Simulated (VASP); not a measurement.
# H20CO12 in VASP: further runs, part 2 of 3

VASP 6.6.1.

## 4. Single point, r2SCAN+D3(BJ)

File POSCAR:

```
H20CO12
1.0
    7.1530900000      0.0000000000      0.0000000000
    0.0000000000      7.1530900000      0.0000000000
    0.0000000000      0.0000000000      7.1530900000
O H C
12 20 1
Direct
    0.6525990865      0.8237558873      0.7416794700
    0.6328733456      0.4272698932      0.3646815572
    0.3206586245      0.6725764670      0.3491498080
    0.3647234971      0.6277706558      0.9356935255
    0.2593145060      0.9616543340      0.5721443460
    0.4583194116      0.3172195513      0.6961047603
    0.7740431058      0.9938781701      0.2074208489
    0.0459102290      0.2751398347      0.2395188653
    0.4815261656      0.1975370085      1.0500636788
    0.8571260812      0.0895417225      0.5665803170
    0.9431308707      0.6580233158      0.9804573967
    1.0050761279      0.5460996576      0.6734012853
    0.7377091579      0.9312758542      0.7240786849
    0.5587934725      0.8526524900      0.6494256328
    0.5886267333      0.5577030346      0.3675614315
    0.5678804545      0.3612844239      0.2554001138
    0.3042601170      0.7771885996      0.4367063744
    0.2415739212      0.5721303660      0.3951299369
    0.4602486478      0.7076801774      0.8841773276
    0.3591734481      0.6610569698      1.0622681946
    0.3163388130      1.0790861013      0.5871448563
    0.1375209874      0.9815897745      0.6075835758
    0.3918446434      0.4259697557      0.7383242766
    0.5288204119      0.3607811449      0.5850898004
    0.8758312841      1.0834618326      0.1956497122
    0.8257130834      0.8742096073      0.1692275646
   -0.0450155108      0.3690572885      0.1954959325
    0.1561842504      0.2905178042      0.1605879417
    0.4812745261      0.2416018811      0.9216855932
    0.5533273033      0.0757015500      1.0601012989
    0.8795779167      0.2194715850      0.5463093572
    0.8133268280      0.0395493416      0.4462127556
    0.9769903636      0.6067028375      0.8289843970
```

File INCAR.step1:

```
SYSTEM = H20CO12
PREC = Accurate ; ENCUT = 520
ISMEAR = -1 ; SIGMA = 0.05
LREAL = Auto ; LASPH = .True.
NELM = 80 ; NBANDS = 70
GGA = PE ; ALGO = Normal
EDIFF = 1E-4 ; LWAVE = .True.
LCHARG = .False.
```

File INCAR.step2:

```
SYSTEM = H20CO12
PREC = Accurate ; ENCUT = 520
EDIFF = 1E-7 ; ISMEAR = -1
SIGMA = 0.05 ; LREAL = Auto
LASPH = .True. ; NELM = 80
ALGO = Normal ; ISIF = 2
LWAVE = .False. ; LCHARG = .False.
METAGGA = R2SCAN ; LMIXTAU = .True.
IVDW = 12 ; VDW_S6 = 1.0
VDW_S8 = 0.78981345 ; VDW_A1 = 0.49484001
VDW_A2 = 5.73083694 ; NBANDS = 70
ISTART = 1
```

File KPOINTS:

```
regular mesh
0
Gamma
  1 1 1
  0 0 0
```

Run with:

```console
$ cat potpaw_PBE.64/O/POTCAR potpaw_PBE.64/H/POTCAR potpaw_PBE.64/C/POTCAR > POTCAR
$ cp INCAR.step1 INCAR
$ mpirun -np 1 vasp_gam > vasp.out
$ cp INCAR.step2 INCAR
$ mpirun -np 1 vasp_gam > vasp.out
```

Wall time 1.7 min (1 thread of Intel Xeon 6975P-C (Granite Rapids), shared host); peak memory 0.43 GiB.

Results (log left out):

- Free energy: -183.4908 eV
- Pressure: -1.5 GPa
- Largest force: 3.777 eV/Å
- Band gap on the k mesh: 5.00 eV
- Dispersion energy per atom: -0.017 eV

Forces on the atoms (eV/Å):
```
O    0.298  0.410 -0.036
O   -0.478 -0.375 -1.072
O    0.044 -0.363 -0.020
O   -0.156 -0.515 -1.610
O    2.154 -1.620 -0.666
O    0.111 -0.158 -0.877
O   -0.089 -0.679  0.026
O   -0.451  0.715 -0.660
O    0.532 -1.348  1.121
O    0.020 -0.817  0.355
O    0.182 -0.098 -0.337
O   -0.464  1.421  3.469
H   -0.222 -0.276  0.091
H   -0.365 -0.081 -0.097
H   -0.172 -0.874 -0.327
H    0.667  0.878  1.126
H   -0.257  0.141 -0.182
H    0.173  0.234 -0.076
H    0.383  0.215 -0.211
H   -0.306  0.314  1.918
H    1.004  1.607  0.218
H   -3.083  0.329  0.585
H   -0.280  0.451  0.405
H   -0.004 -0.329  0.127
H    0.370  0.183 -0.174
H   -0.043  0.236  0.006
H    0.593 -0.402  0.415
H   -0.132 -0.234  0.171
H    0.357 -0.247 -0.321
H   -0.828  1.889 -0.236
H    0.015  0.603 -0.139
H    0.110  0.179  0.114
C    0.316 -1.388 -3.107
```

Stress tensor (GPa, compression positive):
```
-0.52  0.21 -0.46
 0.21 -1.64 -1.16
-0.46 -1.16 -2.25
```

Levels at points of the mesh, in eV from the valence-band top:
```tsv
k point	band 44	band 45	band 46	band 47	band 48	band 49	band 50	band 51	band 52	band 53
(0.00, 0.00, 0.00)	-0.65	-0.59	-0.37	-0.25	0.00	5.00	6.35	6.53	7.77	8.17
```

Caveat: the k points lie up to 0.88 Å⁻¹ apart; the PAW data sets were made with another functional, which shifts forces and pressure a little.

(Continued in part 3 of 3.)
